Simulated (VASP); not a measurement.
Input of a VASP 6.6.1 run:

INCAR

```
ALGO     = Normal         # electronic algorithm
EDIFF    = 1E-7           # SCF threshold, eV
ENCUT    = 520            # plane-wave cutoff, eV
GGA      = PE             # functional
ISIF     = 2              # what is computed and relaxed
ISMEAR   = 0              # smearing method
LASPH    = True           # aspherical terms in the spheres
LCHARG   = False          # write CHGCAR
LREAL    = False          # projectors in reciprocal space
LWAVE    = False          # write WAVECAR
NBANDS   = 11             # bands
NELM     = 80             # most SCF steps
PREC     = Accurate       # precision mode
SIGMA    = 0.02           # smearing width, eV
```

KPOINTS

```
k-points
0
Gamma
  10 10 10
```

The input POSCAR:

```
SiC
1.0
    0.0000000000      2.1898675900      2.1898675900
    2.1898675900      0.0000000000      2.1898675900
    2.1898675900      2.1898675900      0.0000000000
Si C
1 1
Direct
    0.0000000000      0.0000000000      0.0000000000
    0.2500000000      0.2500000000      0.2500000000
```

Potentials or basis: VASP PAW PBE potentials, release 64 (Si, C).

Launch:

```console
$ cat potpaw_PBE.64/Si/POTCAR potpaw_PBE.64/C/POTCAR > POTCAR
$ mpirun -np 1 vasp_std > vasp.out
```

Task: Predict the pressure.

Result: 0.0 GPa.

Task: What does it give for the band gap on the k mesh?

Result: 1.37 eV, indirect (least direct gap 4.53 eV).

**Experimental background.**

“Insight into the structural, elastic and electronic properties of a new orthorhombic 6O-SiC polytype”, 2020, pmc:7200658 quotes, for a bulk crystal of SiC: band gap 2.4 eV (indirect).

Against the measured gap of SiC, 2.4 eV (indirect; quoted in “Insight into the structural, elastic and electronic properties of a new orthorhombic 6O-SiC polytype”, 2020, pmc:7200658), the calculated 1.37 eV is off by -1.03 eV. The value is that of PBE on a finite k mesh, which can miss the band edges, without temperature or zero-point motion. Semilocal functionals fall short of measured gaps as a rule.
